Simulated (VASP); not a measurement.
# AlN (P1) in VASP: single point with PBEsol

Aim: the single point of AlN with PBEsol.

Program: VASP 6.6.1. These are calculated values, not measurements. Logs are shortened: lines on timing, memory, paths and dates and some standing lists are left out, and cuts for length are marked.

## (1) The cell of the first run

The typed cell holds 2 atoms: a = 3.095 Å, b = 3.095 Å, c = 3.095 Å, α = 60.00°, β = 60.00°, γ = 60.00°.

## (2) Single point, PBEsol (atoms displaced along several vibrational modes)

Contents of INCAR:

```
SYSTEM = AlN
  PREC = Accurate
  ENCUT = 520
  EDIFF = 1E-6
  ISMEAR = 0
  SIGMA = 0.05
  LREAL = .False.
  LASPH = .True.
  NELM = 80
  ALGO = Normal
  ISIF = 2
  LWAVE = .False.
  LCHARG = .False.
  GGA = PS
  NBANDS = 11
```

Contents of KPOINTS:

```
regular mesh
0
Gamma
  10 10 10
  0 0 0
```

Contents of POSCAR:

```
AlN
1.0
    0.0000000000      2.1886566781      2.1886566781
    2.1886566781      0.0000000000      2.1886566781
    2.1886566781      2.1886566781      0.0000000000
Al N
1 1
Direct
   -0.0045066557      0.0135199671      0.0045066557
    0.7586811240      0.7239566280      0.7413188760
```

Potentials or basis: VASP PAW PBE potentials, release 64 (Al, N).

Run with:

```bash
$ cat potpaw_PBE.64/Al/POTCAR potpaw_PBE.64/N/POTCAR > POTCAR
$ mpirun -np 1 vasp_std > vasp.out
```

OUTCAR:

```text
SYSTEM = AlN
   PREC = Accurate
   ENCUT = 520
   EDIFF = 1E-6
   ISMEAR = 0
   LREAL = .False.
   LASPH = .True.
   NELM = 80
   ISIF = 2
   GGA = PS

 ion  position               nearest neighbor table
   1  0.995  0.014  0.005-   2 1.80   2 1.87   2 1.93   2 2.00
   2  0.759  0.724  0.741-   1 1.80   1 1.87   1 1.93   1 2.00

  LATTYP: Found a face centered cubic cell.
 ALAT       =     4.3773133562

  Lattice vectors:

 A1 = (   0.0000000000,   2.1886566781,   2.1886566781)
 A2 = (   2.1886566781,   0.0000000000,   2.1886566781)
 A3 = (   2.1886566781,   2.1886566781,   0.0000000000)

Analysis of symmetry for initial positions (statically):
=====================================================================
 Subroutine PRICEL returns:
 Original cell was already a primitive cell.

 Routine SETGRP: Setting up the symmetry group for a
 face centered cubic supercell.

 Subroutine GETGRP returns: Found  1 space group operations
 (whereof  1 operations were pure point group operations)
 out of a pool of 48 trial point group operations.

The static configuration has the point symmetry C_1 .

Analysis of symmetry for dynamics (positions and initial velocities):
=====================================================================
 Subroutine PRICEL returns:
 Original cell was already a primitive cell.

 Routine SETGRP: Setting up the symmetry group for a
 face centered cubic supercell.

 Subroutine GETGRP returns: Found  1 space group operations
 (whereof  1 operations were pure point group operations)
 out of a pool of 48 trial point group operations.

The dynamic configuration has the point symmetry C_1 .

 Subroutine INISYM returns: Found  1 space group operations
 (whereof  1 operations are pure point group operations),
 and found     1 'primitive' translations

----------------------------------------------------------------------------------------

                                     Primitive cell

  volume of cell :      20.9683

  direct lattice vectors                    reciprocal lattice vectors
     0.000000000  2.188656678  2.188656678    -0.228450631  0.228450631  0.228450631
     2.188656678  0.000000000  2.188656678     0.228450631 -0.228450631  0.228450631
     2.188656678  2.188656678  0.000000000     0.228450631  0.228450631 -0.228450631

  length of vectors
     3.095227958  3.095227958  3.095227958     0.395688101  0.395688101  0.395688101

  position of ions in fractional coordinates (direct lattice)
     0.995493344  0.013519967  0.004506656
     0.758681124  0.723956628  0.741318876

  ion indices of the primitive-cell ions
[... 79 lines left out ...]
   IBRION =     -1    ionic relax: 0-MD 1-quasi-New 2-CG
   NFREE  =      0    steps in history (QN), initial steepest desc. (CG)
   ISIF   =      2    stress and relaxation
   ISYM   =      2    0-nonsym 1-usesym 2-fastsym
   POTIM  = 0.5000    time-step for ionic-motion
   TEBEG  =    0.0;   TEEND  =   0.0 temperature during run
   PSTRESS=    0.0 pullay stress
   NELECT =       8.0000    total number of electrons
   NUPDOWN=      -1.0000    fix difference up-down
   EMIN   =  10.00;   EMAX   =-10.00  energy-range for DOS
   EFERMI =   0.00;   METHOD = LEGACY
   ISMEAR =     0;   SIGMA  =   0.05  broadening in eV -4-tet -1-fermi 0-gaus
   EFERMI_NEDOS =   21; number of points for ismear=-14 and -15
   IALGO  =     38    algorithm
   IMIX   =      4    mixing-type and parameters
     AMIX     =   0.40;   BMIX     =  1.00
     AMIX_MAG =   1.60;   BMIX_MAG =  1.00
  volume/ion in A,a.u.               =      10.48        70.75
  Fermi-wavevector in a.u.,A,eV,Ry     =   1.187364  2.243792 19.181944  1.409833
  Thomas-Fermi vector in A             =   2.323517
   LORBIT       =      0    0 simple, 1 ext, 2 COOP (PROOUT), +10 PAW based schemes
   GGA     = PS    functional components
   LHFCALC =     F    Hartree Fock is set to
   AEXX    =    0.0000 exact exchange contribution
   IVDW    =     0    specifies the selected vdW correction
   LEPSILON=     F    determine dielectric tensor
   LRPA    =     F    only Hartree local field effects (RPA)
 non-spin polarized calculation
 Gauss-broadening in eV      SIGMA  =   0.05
  energy-cutoff  :      520.00
  volume of cell :       20.97
 maximum number of plane-waves:       588
   NGX = 11   NGY = 11   NGZ = 11

 number of electron       8.0000000 magnetization

 Free energy of the ion-electron system (eV)
  ---------------------------------------------------
  ext. energy  EPLUGINS =         0.00000000
  ---------------------------------------------------
  free energy    TOTEN  =       -15.49059233 eV

  energy without entropy =      -15.49059233  energy(sigma->0) =      -15.49059233

 E-fermi :   6.4472     XC(G=0): -11.0990

 val. band max:        6.1364332494   @ k =   0.0000   0.0000   0.0000
 cond. band min:       8.9860505124   @ k =   0.5000   0.0000   0.5000
 fundamental gap:      2.8496172631
 Fermi energy:         6.4471940800

 k-point     1 :       0.0000    0.0000    0.0000
  band No.  band energies     occupation
      1      -9.1093      2.00000
      2       5.4676      2.00000
      3       5.8180      2.00000
      4       6.1364      2.00000
      5       9.8566      0.00000
      6      18.1913      0.00000
      7      18.2231      0.00000
      8      18.2785      0.00000
      9      23.2382      0.00000
     10      23.3115      0.00000
     11      24.2412      0.00000
[... 309 lines left out ...]
 k-point    24 :       0.1000    0.0000    0.1000
  band No.  band energies     occupation
      1      -8.9139      2.00000
      2       4.8655      2.00000
      3       5.6104      2.00000
      4       5.7362      2.00000
      5      10.7170      0.00000
      6      17.4782      0.00000
      7      18.4824      0.00000
      8      18.6524      0.00000
      9      20.3073      0.00000
     10      23.6035      0.00000
     11      25.2335      0.00000

 [... further k-points ...]
[... 5 lines left out ...]
  --------------------------------------------------------------------------------------
  -------------------------------------------------------------------------------------
  Total        0.0754612      0.4177721      0.3268585     -0.5567631     -1.0809120      0.2519281
  in kB        5.7659578     31.9217831     24.9751136    -42.5420208    -82.5920020     19.2497153
  external PRESSURE =      20.8876182 kB  Pullay stress =       0.0000000 kB

 VOLUME and BASIS-vectors are now :
 -----------------------------------------------------------------------------
  energy-cutoff  :      520.00
  volume of cell :       20.97
      direct lattice vectors                 reciprocal lattice vectors
     0.000000000  2.188656678  2.188656678    -0.228450631  0.228450631  0.228450631
     2.188656678  0.000000000  2.188656678     0.228450631 -0.228450631  0.228450631
     2.188656678  2.188656678  0.000000000     0.228450631  0.228450631 -0.228450631

 POSITION                                       TOTAL-FORCE (eV/Angst)
 -----------------------------------------------------------------------------------
      0.03945      2.18866      2.20838        -1.666496      0.409215     -0.879211
      3.20699      3.28299      3.24499         1.666496     -0.409215      0.879211
 -----------------------------------------------------------------------------------
    total drift:                                0.000158      0.000008      0.000049

  FREE ENERGIE OF THE ION-ELECTRON SYSTEM (eV)
  ---------------------------------------------------
  free  energy   TOTEN  =       -15.4905923283 eV

  energy  without entropy=      -15.4905923283  energy(sigma->0) =      -15.49059233
```

stdout:

```text
POSCAR found type information on POSCAR AlN
 POSCAR found :  2 types and       2 ions
 scaLAPACK will be used
 -----------------------------------------------------------------------------
|                                                                             |
|                                                                             |
|     You enforced a specific xc type in the INCAR file but a different       |
|     I HOPE YOU KNOW WHAT YOU ARE DOING!                                     |
|                                                                             |
 -----------------------------------------------------------------------------

 LDA part: xc-table for (Slater+PW92), standard interpolation
 POSCAR, INCAR and KPOINTS ok, starting setup
 FFT: planning ... GRIDC
 FFT: planning ... GRID_SOFT
 FFT: planning ... GRID
 WAVECAR not read
 entering main loop
```

Run time: 3.4 min. Hardware: 1 thread of AMD EPYC 7R13, shared host; peak memory 0.2 GiB.

Results:

| Item | Value |
| --- | --- |
| Free energy | -15.4906 eV |
| Pressure | 2.1 GPa |
| Largest force | 1.928 eV/Å |
| Band gap on the k mesh | 2.85 eV (least direct gap 3.72 eV) |

Forces in eV/Å, atoms in the order of the input:
```
Al  -1.666  0.409 -0.879
N    1.666 -0.409  0.879
```

Levels at points of the mesh, in eV from the valence-band top:
```csv
k point,band 1,band 2,band 3,band 4,band 5,band 6,band 7,band 8
"(0.00, 0.00, 0.00)",-15.25,-0.67,-0.32,0.00,3.72,12.05,12.09,12.14
"(0.50, 0.00, 0.00)",-13.19,-6.16,-1.09,-0.60,6.88,9.38,10.53,10.85
"(0.00, 0.50, 0.00)",-13.16,-6.33,-0.80,-0.52,6.77,9.25,10.64,10.87
"(0.00, 0.00, 0.50)",-13.18,-6.25,-0.97,-0.54,6.81,9.31,10.53,10.93
"(0.50, 0.50, 0.50)",-13.21,-6.07,-1.11,-0.78,6.97,9.45,10.51,10.75
"(0.50, 0.50, 0.00)",-12.55,-5.26,-2.19,-1.98,2.86,8.04,13.36,15.23
"(0.00, 0.50, 0.50)",-12.55,-5.25,-2.32,-1.90,2.88,8.11,13.36,15.17
"(0.50, 0.00, 0.50)",-12.55,-5.26,-2.09,-2.07,2.85,8.02,13.36,15.26
```

Caveat: the cell differs from its parent crystal (atoms displaced along several vibrational modes); the PAW data sets were made with another functional, which shifts forces and pressure a little. A k mesh can miss the band edges.
